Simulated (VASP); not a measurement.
# AlB2As3 (P4/mmm) in VASP: further runs

AlB2As3 is run at these levels: PBE; tasks: single point, relaxation of cell and atoms.

All numbers are computed with VASP 6.6.1; they aren't measurements. Logs are shortened: lines on timing, memory, paths and dates and some standing lists are left out, and cuts for length are marked.

**1. The cell of the first run**

The structure is tetragonal, space group P4/mmm (No. 123). Conventional cell: a = 3.860 Å, b = 3.860 Å, c = 7.660 Å, α = 90.00°, β = 90.00°, γ = 90.00°. Within 2.6 Å of Al (site symmetry 4/mmm) lie 2 B at 1.99 Å. B (site symmetry 4mm) has 1 As at 1.84 Å and 1 Al at 1.99 Å within 2.4 Å. Within 2.4 Å of As (site symmetry 4/mmm) lie 2 B at 1.84 Å. As (site symmetry 4/mmm) has 4 Al at 2.73 Å and 8 B at 3.38 Å within 3.6 Å. As (site symmetry 4/mmm) has 4 As at 2.73 Å and 8 B at 3.29 Å within 3.6 Å.

**2. Single point, PBE**

INCAR

```
SYSTEM = AlB2As3
PREC = Accurate
ENCUT = 520
EDIFF = 1E-7
ISMEAR = 0
SIGMA = 0.1
LREAL = .FALSE.
LASPH = .TRUE.
NELM = 100
ALGO = Normal
ISIF = 2
LWAVE = .FALSE.
LCHARG = .FALSE.
GGA = PE
NBANDS = 21
```

KPOINTS

```
Automatic mesh
0
G
  4 4 2
  0 0 0
```

POSCAR

```
AlB2As3
1.0
    3.8595592800      0.0000000000      0.0000000000
    0.0000000000      3.8595592800      0.0000000000
    0.0000000000      0.0000000000      7.6602271600
Al B As
1 2 3
Direct
    0.0000000000      0.0000000000      0.5000000000
    0.0000000000      0.0000000000      0.7602419400
    0.0000000000      0.0000000000      0.2397580600
    0.0000000000      0.0000000000      0.0000000000
    0.5000000000      0.5000000000      0.5000000000
    0.5000000000      0.5000000000      0.0000000000
```

Potentials or basis: VASP PAW PBE potentials, release 64 (Al, B, As).

Started as:

```sh
$ cat potpaw_PBE.64/Al/POTCAR potpaw_PBE.64/B/POTCAR potpaw_PBE.64/As/POTCAR > POTCAR
$ mpirun -np 1 vasp_std > vasp.out
```

OUTCAR:

```text
SYSTEM = AlB2As3
   PREC = Accurate
   ENCUT = 520
   EDIFF = 1E-7
   ISMEAR = 0
   LREAL = .FALSE.
   LASPH = .TRUE.
   NELM = 100
   ISIF = 2
   GGA = PE

 ion  position               nearest neighbor table
   1  0.000  0.000  0.500-   2 1.99   3 1.99   5 2.73   5 2.73   5 2.73   5 2.73
   2  0.000  0.000  0.760-   4 1.84   1 1.99
   3  0.000  0.000  0.240-   4 1.84   1 1.99
   4  0.000  0.000  0.000-   2 1.84   3 1.84   6 2.73   6 2.73   6 2.73   6 2.73
   5  0.500  0.500  0.500-   1 2.73   1 2.73   1 2.73   1 2.73
   6  0.500  0.500  0.000-   4 2.73   4 2.73   4 2.73   4 2.73

  LATTYP: Found a simple tetragonal cell.
 ALAT       =     3.8595592800
 C/A-ratio  =     1.9847414185

  Lattice vectors:

 A1 = (   3.8595592800,   0.0000000000,   0.0000000000)
 A2 = (   0.0000000000,   3.8595592800,   0.0000000000)
 A3 = (   0.0000000000,   0.0000000000,   7.6602271600)

Analysis of symmetry for initial positions (statically):
=====================================================================
 Subroutine PRICEL returns:
 Original cell was already a primitive cell.

 Routine SETGRP: Setting up the symmetry group for a
 simple tetragonal supercell.

 Subroutine GETGRP returns: Found 16 space group operations
 (whereof 16 operations were pure point group operations)
 out of a pool of 16 trial point group operations.

The static configuration has the point symmetry D_4h.

Analysis of symmetry for dynamics (positions and initial velocities):
=====================================================================
 Subroutine PRICEL returns:
 Original cell was already a primitive cell.

 Routine SETGRP: Setting up the symmetry group for a
 simple tetragonal supercell.

 Subroutine GETGRP returns: Found 16 space group operations
 (whereof 16 operations were pure point group operations)
 out of a pool of 16 trial point group operations.

The dynamic configuration has the point symmetry D_4h.

 Subroutine INISYM returns: Found 16 space group operations
 (whereof 16 operations are pure point group operations),
 and found     1 'primitive' translations

----------------------------------------------------------------------------------------

                                     Primitive cell

  volume of cell :     114.1083

  direct lattice vectors                    reciprocal lattice vectors
     3.859559280  0.000000000  0.000000000     0.259096940  0.000000000  0.000000000
     0.000000000  3.859559280  0.000000000     0.000000000  0.259096940  0.000000000
     0.000000000  0.000000000  7.660227160     0.000000000  0.000000000  0.130544432

  length of vectors
     3.859559280  3.859559280  7.660227160     0.259096940  0.259096940  0.130544432

  position of ions in fractional coordinates (direct lattice)
     0.000000000  0.000000000  0.500000000
     0.000000000  0.000000000  0.760241940
     0.000000000  0.000000000  0.239758060
     0.000000000  0.000000000  0.000000000
     0.500000000  0.500000000  0.500000000
     0.500000000  0.500000000  0.000000000

  ion indices of the primitive-cell ions
   primitive index   ion index
                 1           1
                 2           2
                 3           3
                 4           4
                 5           5
                 6           6

----------------------------------------------------------------------------------------

 KPOINTS: Automatic mesh

Automatic generation of k-mesh.
 Grid dimensions read from file:
 generate k-points for:    4    4    2

 Generating k-lattice:

  Cartesian coordinates                     Fractional coordinates (reciprocal lattice)
     0.064774235  0.000000000  0.000000000     0.250000000  0.000000000  0.000000000
     0.000000000  0.064774235  0.000000000     0.000000000  0.250000000  0.000000000
     0.000000000  0.000000000  0.065272216     0.000000000  0.000000000  0.500000000

  Length of vectors
     0.064774235  0.064774235  0.065272216

  Shift w.r.t. Gamma in fractional coordinates (k-lattice)
     0.000000000  0.000000000  0.000000000

 Subroutine IBZKPT returns following result:
 ===========================================

 Found     12 irreducible k-points:

 Following reciprocal coordinates:
            Coordinates               Weight
  0.000000  0.000000  0.000000      1.000000
  0.250000  0.000000  0.000000      4.000000
  0.500000  0.000000  0.000000      2.000000
  0.250000  0.250000  0.000000      4.000000
  0.500000  0.250000  0.000000      4.000000
  0.500000  0.500000  0.000000      1.000000
  0.000000  0.000000  0.500000      1.000000
  0.250000  0.000000  0.500000      4.000000
  0.500000  0.000000  0.500000      2.000000
  0.250000  0.250000  0.500000      4.000000
  0.500000  0.250000  0.500000      4.000000
  0.500000  0.500000  0.500000      1.000000
   k-points           NKPTS =     12   k-points in BZ     NKDIM =     12   number of bands    NBANDS=     21
   number of dos      NEDOS =    301   number of ions     NIONS =      6
   total plane-waves  NPLWV =  54000
   dimension x,y,z NGX =    30 NGY =   30 NGZ =   60
   dimension x,y,z NGXF=    60 NGYF=   60 NGZF=  120
   ions per type =               1   2   3
   NGX,Y,Z   is equivalent  to a cutoff of  12.92, 12.92, 13.02 a.u.
   NGXF,Y,Z  is equivalent  to a cutoff of  25.84, 25.84, 26.04 a.u.
 SYSTEM =  AlB2As3
   PREC   = accura    normal or accurate (medium, high low for compatibility)
   ISTART =      0    job   : 0-new  1-cont  2-samecut
   ICHARG =      2    charge: 1-file 2-atom 10-const
   ISPIN  =      1    spin polarized calculation?
   LNONCOLLINEAR =      F non collinear calculations
   LSORBIT =      F    spin-orbit coupling
   LASPH  =      T    aspherical Exc in radial PAW
   ENCUT  =  520.0 eV  38.22 Ry    6.18 a.u.   7.18  7.18 14.24*2*pi/ulx,y,z
   NELM   =    100;   NELMIN=  2; NELMDL= -5     # of ELM steps
   EDIFF  = 0.1E-06   stopping-criterion for ELM
   LREAL  =      F    real-space projection
   EDIFFG = 0.1E-05   stopping-criterion for IOM
   NSW    =      0    number of steps for IOM
   IBRION =     -1    ionic relax: 0-MD 1-quasi-New 2-CG
   NFREE  =      0    steps in history (QN), initial steepest desc. (CG)
   ISIF   =      2    stress and relaxation
   ISYM   =      2    0-nonsym 1-usesym 2-fastsym
   POTIM  = 0.5000    time-step for ionic-motion
   TEBEG  =    0.0;   TEEND  =   0.0 temperature during run
   PSTRESS=    0.0 pullay stress
   NELECT =      24.0000    total number of electrons
   NUPDOWN=      -1.0000    fix difference up-down
   EMIN   =  10.00;   EMAX   =-10.00  energy-range for DOS
   EFERMI =   0.00;   METHOD = LEGACY
   ISMEAR =     0;   SIGMA  =   0.10  broadening in eV -4-tet -1-fermi 0-gaus
   EFERMI_NEDOS =   21; number of points for ismear=-14 and -15
   IALGO  =     38    algorithm
   IMIX   =      4    mixing-type and parameters
     AMIX     =   0.40;   BMIX     =  1.00
     AMIX_MAG =   1.60;   BMIX_MAG =  1.00
  volume/ion in A,a.u.               =      19.02       128.34
  Fermi-wavevector in a.u.,A,eV,Ry     =   0.973583  1.839805 12.896465  0.947863
  Thomas-Fermi vector in A             =   2.103974
   LORBIT       =      0    0 simple, 1 ext, 2 COOP (PROOUT), +10 PAW based schemes
   GGA     = PE    functional components
   LHFCALC =     F    Hartree Fock is set to
   AEXX    =    0.0000 exact exchange contribution
   IVDW    =     0    specifies the selected vdW correction
   LEPSILON=     F    determine dielectric tensor
   LRPA    =     F    only Hartree local field effects (RPA)
 non-spin polarized calculation
 Gauss-broadening in eV      SIGMA  =   0.10
  energy-cutoff  :      520.00
  volume of cell :      114.11
 maximum number of plane-waves:      3092
 NGX is ok and might be reduce to    30
   NGX = 15   NGY = 15   NGZ = 29

 number of electron      24.0000002 magnetization

 Free energy of the ion-electron system (eV)
  ---------------------------------------------------
  ext. energy  EPLUGINS =         0.00000000
  ---------------------------------------------------
  free energy    TOTEN  =       -24.26965924 eV

  energy without entropy =      -24.25526282  energy(sigma->0) =      -24.26246103

 E-fermi :   3.9510     XC(G=0):  -9.5468

 val. band max:        3.9052964631   @ k =   0.5000   0.2500   0.0000
 cond. band min:       4.0016720446   @ k =   0.5000   0.0000   0.5000
 fundamental gap:      0.0963755814
 Fermi energy:         3.9510209902

 k-point     1 :       0.0000    0.0000    0.0000
  band No.  band energies     occupation
      1     -10.6910      2.00000
      2      -7.3475      2.00000
      3      -4.9040      2.00000
      4      -4.4326      2.00000
      5      -0.7075      2.00000
      6      -0.1636      2.00000
[... 13 lines left out ...]
     20       9.5370      0.00000
     21       9.5370      0.00000

 k-point     2 :       0.2500    0.0000    0.0000
  band No.  band energies     occupation
      1     -10.2320      2.00000
      2      -6.9215      2.00000
      3      -5.8075      2.00000
      4      -4.6513      2.00000
      5      -1.9641      2.00000
      6       0.0886      2.00000
[... 13 lines left out ...]
     20       9.5432      0.00000
     21       9.8241      0.00000

 k-point     3 :       0.5000    0.0000    0.0000
  band No.  band energies     occupation
      1      -9.4599      2.00000
      2      -7.2983      2.00000
      3      -6.2190      2.00000
      4      -4.3456      2.00000
      5      -3.3289      2.00000
      6       0.5071      2.00000
[... 13 lines left out ...]
     20       8.4931      0.00000
     21      10.6117      0.00000
[... 169 lines left out ...]
 k-point    11 :       0.5000    0.2500    0.5000
  band No.  band energies     occupation
      1      -9.1957      2.00000
      2      -6.8203      2.00000
      3      -5.9906      2.00000
      4      -4.4663      2.00000
      5      -1.9463      2.00000
      6      -1.0264      2.00000
[... 13 lines left out ...]
     20       8.7829      0.00000
     21      10.9344      0.00000

 k-point    12 :       0.5000    0.5000    0.5000
  band No.  band energies     occupation
      1      -8.8885      2.00000
      2      -6.1895      2.00000
      3      -5.5985      2.00000
      4      -4.1825      2.00000
      5      -2.3840      2.00000
      6      -2.3840      2.00000
[... 13 lines left out ...]
     20      10.2690      0.00000
     21      13.0020      0.00000

------------------------ aborting loop because EDIFF is reached ----------------------------------------

  FORCE on cell =-STRESS in cart. coord.  units (eV):
  Direction    XX          YY          ZZ          XY          YZ          ZX
  --------------------------------------------------------------------------------------
  -------------------------------------------------------------------------------------
  Total       -0.3152579     -0.3152579      7.0632655      0.0000000     -0.0000000      0.0000000
  in kB       -4.4264897     -4.4264897     99.1742745      0.0000000     -0.0000000      0.0000000
  external PRESSURE =      30.1070983 kB  Pullay stress =       0.0000000 kB

 VOLUME and BASIS-vectors are now :
 -----------------------------------------------------------------------------
  energy-cutoff  :      520.00
  volume of cell :      114.11
      direct lattice vectors                 reciprocal lattice vectors
     3.859559280  0.000000000  0.000000000     0.259096940  0.000000000  0.000000000
     0.000000000  3.859559280  0.000000000     0.000000000  0.259096940  0.000000000
     0.000000000  0.000000000  7.660227160     0.000000000  0.000000000  0.130544432

 POSITION                                       TOTAL-FORCE (eV/Angst)
 -----------------------------------------------------------------------------------
      0.00000      0.00000      3.83011         0.000000      0.000000      0.000000
      0.00000      0.00000      5.82363        -0.000000     -0.000000     -1.359214
      0.00000      0.00000      1.83660         0.000000     -0.000000      1.359214
      0.00000      0.00000      0.00000         0.000000      0.000000      0.000000
      1.92978      1.92978      3.83011         0.000000      0.000000      0.000000
      1.92978      1.92978      0.00000         0.000000      0.000000      0.000000
 -----------------------------------------------------------------------------------
    total drift:                                0.000000      0.000000      0.000000

  FREE ENERGIE OF THE ION-ELECTRON SYSTEM (eV)
  ---------------------------------------------------
  free  energy   TOTEN  =       -24.2696592353 eV

  energy  without entropy=      -24.2552628163  energy(sigma->0) =      -24.26246103
```

It took 16 s on 1 thread of Intel Xeon 6975P-C (Granite Rapids), shared host; peak memory 0.22 GiB.

What came out:

| Quantity | Value |
| --- | --- |
| Free energy | -24.2697 eV |
| Pressure | 3.0 GPa |
| Largest force | 1.359 eV/Å |
| Band gap on the k mesh | zero (band 12 reaches 4.76 eV, above the bottom of band 13 at 2.94 eV) |

Forces on the atoms (eV/Å):
```
Al   0.000  0.000  0.000
B    0.000  0.000 -1.359
B    0.000  0.000  1.359
As   0.000  0.000  0.000
As   0.000  0.000  0.000
As   0.000  0.000  0.000
```

Stress tensor (GPa, compression positive):
```
-0.44  0.00  0.00
 0.00 -0.44  0.00
 0.00  0.00  9.92
```

Caveat: the k points lie up to 0.41 Å⁻¹ apart; forces of over 1 eV/Å act on the atoms, so gaps and moduli don't describe the material at rest.

**3. Single point, PBE**

This run uses another cell than the first one, of 19.26 Å³/atom, 1.013 times its volume.

INCAR

```
PREC = Accurate
ENCUT = 520
EDIFF = 1E-6
ISMEAR = 0
SIGMA = 0.1
LREAL = F
LASPH = T
NELM = 60
ALGO = Normal
ISIF = 2
LWAVE = F
LCHARG = F
GGA = PE
NBANDS = 21
```

KPOINTS

```
regular mesh
0
Gamma
  4 4 2
```

POSCAR

```
AlB2As3
1.0
    3.8296769691      0.0000000000      0.0000000000
    0.0000000000      3.8296769691      0.0000000000
    0.0000000000      0.0000000000      7.8792458593
Al B As
1 2 3
Direct
    0.0000000000      0.0000000000      0.5000000000
    0.0000000000      0.0000000000      0.7567094326
    0.0000000000      0.0000000000      0.2432905674
    0.0000000000      0.0000000000      0.0000000000
    0.5000000000      0.5000000000      0.5000000000
    0.5000000000      0.5000000000      0.0000000000
```

Potentials or basis: VASP PAW PBE potentials, release 64 (Al, B, As).

Started as:

```sh
$ cat potpaw_PBE.64/Al/POTCAR potpaw_PBE.64/B/POTCAR potpaw_PBE.64/As/POTCAR > POTCAR
$ mpirun -np 1 vasp_std > vasp.out
```

It took 13 s on 1 thread of Intel Xeon 6975P-C (Granite Rapids), shared host; peak memory 0.21 GiB.

Results (log left out):

```yaml
Free_energy: -24.4086 eV
Pressure: 0.2 GPa
Largest_force: 0.090 eV/Å
Band_gap_on_the_k_mesh: zero (band 12 reaches 4.66 eV, above the bottom of band 13 at 2.91 eV)
```

Forces on the atoms (eV/Å):
```
Al   0.000  0.000  0.000
B    0.000  0.000 -0.090
B    0.000  0.000  0.090
As   0.000  0.000  0.000
As   0.000  0.000  0.000
As   0.000  0.000  0.000
```

Stress tensor (GPa, compression positive):
```
0.13 0.00 0.00
0.00 0.13 0.00
0.00 0.00 0.39
```

Levels at points of the mesh, in eV from the Fermi level:
| k point | band 10 | band 11 | band 12 | band 13 | band 14 | band 15 |
| --- | --- | --- | --- | --- | --- | --- |
| (0.00, 0.00, 0.00) | -1.35 | -0.53 | 0.53 | 0.85 | 0.85 | 1.45 |
| (0.50, 0.00, 0.00) | -1.30 | -0.60 | -0.40 | 0.06 | 0.20 | 1.25 |
| (0.50, 0.50, 0.00) | -3.06 | -1.43 | -1.03 | -1.03 | 0.94 | 1.08 |
| (0.00, 0.00, 0.50) | -1.58 | -0.22 | 0.68 | 1.88 | 1.88 | 2.04 |
| (0.50, 0.00, 0.50) | -0.91 | -0.56 | -0.48 | -0.35 | 0.01 | 0.66 |
| (0.50, 0.50, 0.50) | -4.32 | -0.63 | -0.24 | 0.30 | 0.30 | 0.55 |

Caveat: the k points lie up to 0.41 Å⁻¹ apart.

[end of part 1 of 2]
